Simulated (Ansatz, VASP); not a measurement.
## Two plane-wave programs on K

The input INCAR:

```
SYSTEM = K
  PREC = Accurate
  ENCUT = 520
  EDIFF = 1E-6
  ISMEAR = 0
  SIGMA = 0.15
  LREAL = .FALSE.
  LASPH = .TRUE.
  NELM = 100
  ALGO = Fast
  ISIF = 2
  LWAVE = .FALSE.
  LCHARG = .FALSE.
  GGA = PS
  NBANDS = 10
```

File KPOINTS:

```
Automatic mesh
0
G
  14 14 14
  0 0 0
```

File POSCAR:

```
K
1.0
   -2.6180000000      2.5656400000      2.6180000000
    2.6180000000     -2.5656400000      2.6180000000
    2.6180000000      2.5656400000     -2.6180000000
K
1
Direct
    0.0000000000      0.0000000000      0.0000000000
```

Input for Ansatz:

```yaml
crystal:
  lattice:
    - [-2.618, 2.56564, 2.618]
    - [2.618, -2.56564, 2.618]
    - [2.618, 2.56564, -2.618]
  atoms:
    - { symbol: K, position: [0.0, 0.0, 0.0] }
basis:
  ecutwfc: 420
kpoints:
  mp_grid: { grid: [14, 14, 14] }
hamiltonian:
  xc: pbesol
scf:
  occupations: { method: gaussian, width: 0.15 }
output:
  forces: true
  stress: true
  eigenvalues: true
```

Change from the starting cell: strain -0.0200 x Voigt [0, 1, 0, 0, 0, 0], atoms carried along.

Alike in both runs: task single point; functional PBEsol; k mesh 14 × 14 × 14; occupations gaussian, width 0.15 eV; no spin polarisation.

|  | VASP | Ansatz |
| --- | --- | --- |
| version | VASP 6.6.1 | Ansatz 0.2.0 |
| potentials or method | VASP PAW PBE potentials, release 64 (K_sv), cutoff 520 eV | scalar-relativistic, plane waves, PAW |
| valence electrons in the cell | 9 | 9 |

|  | VASP | Ansatz | Ansatz less VASP |
| --- | --- | --- | --- |
| gap on the k mesh at the Fermi level (eV) | none | none | - |
| pressure (GPa) | 0.0 | 0.0 | +0.01 |

VASP's potentials were made for PBE, not for PBEsol. A gap of «none» marks a metal or a gap that the smearing closes.
